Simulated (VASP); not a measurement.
A run of VASP 6.6.1 is set up as follows.

INCAR

```
  ALGO = Normal
  EDIFF = 1E-6
  ENCUT = 520
  GGA = PS
  ISIF = 2
  ISMEAR = -1
  LASPH = T
  LCHARG = T
  LELF = T
  LREAL = F
  LVHAR = T
  LWAVE = F
  NBANDS = 15
  NELM = 100
  PREC = Accurate
  SIGMA = 0.15
```

KPOINTS

```
k-points
0
Gamma
  16 16 16
```

Contents of POSCAR:

```
TiC
1.0
    0.0000000000      2.1290508631      2.1290508631
    2.1290508631      0.0000000000      2.1290508631
    2.1290508631      2.1290508631      0.0000000000
Ti C
1 1
Direct
    0.0000000000      0.0000000000      0.0000000000
    0.5000000000      0.5000000000      0.5000000000
```

Potentials or basis: VASP PAW PBE potentials, release 64 (Ti_sv, C).

Run with:

```console
$ cat potpaw_PBE.64/Ti_sv/POTCAR potpaw_PBE.64/C/POTCAR > POTCAR
$ mpirun -np 1 vasp_std > vasp.out
```

**Question.** Estimate the pressure.

**Answer.** 7.1 GPa.

**Question.** Predict the band gap on the k mesh.

**Answer.** Zero (bands 8 and 9 overlap by 1.10 eV).

Caveat: the cell stands under pressure; the PAW data sets were made with another functional, which shifts forces and pressure a little.
